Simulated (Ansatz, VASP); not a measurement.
# Si: VASP beside Ansatz

POSCAR

```
Si
1.0
    2.5632758802      0.0000000000      0.0000000000
   -1.2816379401      2.2198620292      0.0000000000
    0.0000000000      0.0000000000      2.6184890261
Si
1
Direct
    0.0000000000      0.0000000000      0.0000000000
```

INCAR.step1

```
ALGO = Normal ; EDIFF = 1E-4
ENCUT = 520 ; GGA = PE
ISMEAR = 0 ; LASPH = True
LCHARG = False ; LREAL = False
LWAVE = True ; NBANDS = 8
NELM = 80 ; PREC = Accurate
SIGMA = 0.15
```

File INCAR.step2:

```
ALGO = Normal ; EDIFF = 1E-6
ENCUT = 520 ; ISIF = 2
ISMEAR = 0 ; ISTART = 1
LASPH = True ; LCHARG = False
LMIXTAU = True ; LREAL = False
LWAVE = False ; METAGGA = R2SCAN
NBANDS = 8 ; NELM = 80
PREC = Accurate ; SIGMA = 0.15
```

The input KPOINTS:

```
k-points
0
Gamma
  24 24 24
```

Input for Ansatz:

```yaml
crystal:
  lattice:
    - [2.5632758802, 0.0, 0.0]
    - [-1.2816379401, 2.2198620292, 0.0]
    - [0.0, 0.0, 2.6184890261]
  atoms:
    - { symbol: Si, position: [0.0, 0.0, 0.0] }
basis:
  ecutwfc: 500
kpoints:
  mp_grid: { grid: [24, 24, 24] }
hamiltonian:
  xc: r2scan
scf:
  occupations: { method: gaussian, width: 0.15 }
output:
  forces: true
  stress: true
  eigenvalues: true
```

Change from the starting cell: strain -0.025 along x and y, +0.050 along z, atoms carried along.

Alike in both runs: task single point; functional r2SCAN; k mesh 24 × 24 × 24; occupations gaussian, width 0.15 eV; no spin polarisation.

|  | VASP | Ansatz |
| --- | --- | --- |
| version | VASP 6.6.1 | Ansatz 0.2.0 |
| potentials or method | VASP PAW PBE potentials, release 64 (Si), cutoff 520 eV | scalar-relativistic, plane waves, PAW |
| valence electrons in the cell | 4 | 4 |

|  | VASP | Ansatz | Ansatz less VASP |
| --- | --- | --- | --- |
| gap on the k mesh at the Fermi level (eV) | none | none | - |
| pressure (GPa) | 0.5 | 0.6 | +0.11 |
| traceless stress, the component that is largest in VASP (GPa) | -12.65 | -12.63 | +0.018 |

VASP's potentials were made for PBE, not for r2SCAN. A gap of «none» marks a metal or a gap that the smearing closes.
